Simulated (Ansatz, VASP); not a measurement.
**Two plane-wave programs on GaN**

The input POSCAR:

```
GaN
1.0
    3.1800000000      0.0000000000      0.0000000000
   -1.5900000000      2.7539607840      0.0000000000
    0.0000000000      0.0000000000      5.1660000000
Ga N
2 2
Direct
    0.3333333333      0.6666666667      0.0039408788
    0.6666666667      0.3333333333      0.5039408788
    0.3333333333      0.6666666667      0.3810591212
    0.6666666667      0.3333333333      0.8810591212
```

File INCAR.step1:

```
PREC     = Accurate       # precision mode
ENCUT    = 520            # plane-wave cutoff, eV
ISMEAR   = -1             # smearing method
SIGMA    = 0.02           # smearing width, eV
LREAL    = F              # projectors in reciprocal space
LASPH    = T              # aspherical terms in the spheres
NELM     = 60             # most SCF steps
NBANDS   = 26             # bands
GGA      = PE             # functional
ALGO     = Normal         # electronic algorithm
EDIFF    = 1E-4           # SCF threshold, eV
LWAVE    = T              # write WAVECAR
LCHARG   = F              # write CHGCAR
```

File INCAR.step2:

```
PREC     = Accurate       # precision mode
ENCUT    = 520            # plane-wave cutoff, eV
EDIFF    = 1E-8           # SCF threshold, eV
ISMEAR   = -1             # smearing method
SIGMA    = 0.02           # smearing width, eV
LREAL    = F              # projectors in reciprocal space
LASPH    = T              # aspherical terms in the spheres
NELM     = 60             # most SCF steps
ALGO     = Normal         # electronic algorithm
ISIF     = 2              # what is computed and relaxed
LWAVE    = F              # write WAVECAR
LCHARG   = F              # write CHGCAR
METAGGA  = R2SCAN         # meta-GGA
LMIXTAU  = T            
LEFG     = T            
NBANDS   = 26             # bands
ISTART   = 1
```

The input KPOINTS:

```
regular mesh
0
Gamma
  11 11 6
```

Input for Ansatz:

```yaml
crystal:
  lattice:
    - [3.18, 0.0, 0.0]
    - [-1.59, 2.753960784, 0.0]
    - [0.0, 0.0, 5.166]
  atoms:
    - { symbol: Ga, position: [0.3333333333, 0.6666666667, 0.0039408788] }
    - { symbol: Ga, position: [0.6666666667, 0.3333333333, 0.5039408788] }
    - { symbol: "N", position: [0.3333333333, 0.6666666667, 0.3810591212] }
    - { symbol: "N", position: [0.6666666667, 0.3333333333, 0.8810591212] }
kpoints:
  mp_grid: { grid: [11, 11, 6] }
scf:
  occupations: { method: fermi_dirac, width: 0.02 }
hamiltonian:
  xc: r2scan
  pseudopotentials: { kind: paw }
output:
  forces: true
  stress: true
  populations: true
  efg:
    quadrupole_moments_barn: { Ga: 0.107, "N": 0.02044 }
    contact_densities: true
```

Alike in both runs: task electric field gradients; functional r2SCAN; k mesh 11 × 11 × 6; occupations fermi-dirac, width 0.02 eV; no spin polarisation.

|  | VASP | Ansatz |
| --- | --- | --- |
| version | VASP 6.6.1 | Ansatz 0.2.0 |
| potentials or method | VASP PAW PBE potentials, release 64 (Ga_d, N) | plane-wave PAW, scalar-relativistic |
| plane-wave cutoff (eV) | 520 | 500 |
| valence electrons in the cell | 36 | 36 |

VASP gave:

* gap on the k mesh at the Fermi level (eV): 2.39
* pressure (GPa): 2.3
* traceless stress, the component that is largest in VASP (GPa): 0.50
* size of Vzz on the site where it differs most (V/Å²): 4.4

Problem. Estimate Ansatz's values.

Solution. gap on the k mesh at the Fermi level (eV): 2.40; pressure (GPa): 1.1; traceless stress, the component that is largest in VASP (GPa): 0.52; size of Vzz on the site where it differs most (V/Å²): 4.7.

VASP's potentials were made for PBE, not for r2SCAN.
